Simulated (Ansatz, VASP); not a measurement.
One calculation of MgO, two programs

Contents of POSCAR:

```
MgO
1.0
    0.0000000000      2.3061600000      2.3061600000
    2.3061600000      0.0000000000      2.3061600000
    2.3061600000      2.3061600000      0.0000000000
Mg O
1 1
Direct
    0.5000000000      0.5000000000      0.5000000000
    0.7500000000      0.7500000000      0.7500000000
```

INCAR.step1

```
SYSTEM = MgO
PREC = Accurate
ENCUT = 600
ISMEAR = -1
SIGMA = 0.05
LREAL = .FALSE.
LASPH = .TRUE.
NELM = 60
GGA = PE
ALGO = Normal
EDIFF = 1E-4
LWAVE = .TRUE.
LCHARG = .FALSE.
```

Contents of INCAR.step2:

```
SYSTEM = MgO
PREC = Accurate
ENCUT = 600
EDIFF = 1E-6
ISMEAR = -1
SIGMA = 0.05
LREAL = .FALSE.
LASPH = .TRUE.
NELM = 60
ALGO = Normal
ISIF = 3
LWAVE = .FALSE.
LCHARG = .FALSE.
METAGGA = R2SCAN
LMIXTAU = .TRUE.
IVDW = 12
VDW_S6 = 1.0
VDW_S8 = 0.78981345
VDW_A1 = 0.49484001
VDW_A2 = 5.73083694
IBRION = 2
NSW = 60
EDIFFG = -0.01
ISTART = 1
```

KPOINTS

```
regular mesh
0
G
  10 10 10
  0 0 0
```

The input input.yaml:

```yaml
crystal:
  lattice:
    - [0.0, 2.30616, 2.30616]
    - [2.30616, 0.0, 2.30616]
    - [2.30616, 2.30616, 0.0]
  atoms:
    - { symbol: Mg, position: [0.5, 0.5, 0.5] }
    - { symbol: O, position: [0.75, 0.75, 0.75] }
hamiltonian:
  xc: r2scan
  pseudopotentials: { kind: paw }
  dispersion: d3bj
kpoints:
  mp_grid: { grid: [10, 10, 10] }
scf:
  occupations: { method: fermi_dirac, width: 0.05 }
output:
  forces: true
  stress: true
  eigenvalues: true
relax:
  f_tol: 0.01
  max_steps: 40
  cell: { stress_tol: 0.05 }
```

Alike in both runs: task relaxation of cell and atoms; functional r2SCAN; dispersion D3(BJ); k mesh 10 × 10 × 10; occupations fermi-dirac, width 0.05 eV; no spin polarisation.

|  | VASP | Ansatz |
| --- | --- | --- |
| version | VASP 6.6.1 | Ansatz 0.2.0 |
| potentials or method | VASP PAW PBE potentials, release 64 (Mg, O) | Ansatz PAW |
| plane-wave cutoff (eV) | 600 | 500 |
| valence electrons in the cell | 8 | 16 |

```csv
,VASP,Ansatz,Ansatz less VASP
"gap on the k mesh at the Fermi level, each at its own relaxed structure (eV)",4.43,4.41,-0.023
relaxed volume (Å³/atom),11.68,11.74,+0.066
relaxed cell length with the largest relative difference (Å),3.208,3.214,+0.0060
```

VASP's potentials were made for PBE, not for r2SCAN. VASP's potentials hold 8 valence electrons a cell and Ansatz's 16, so a difference there can come from the potentials and not from the codes.

Noted on Ansatz's run: the plane-wave basis is chosen anew once the cell has moved, so the energies of steps on either side of that aren't comparable.
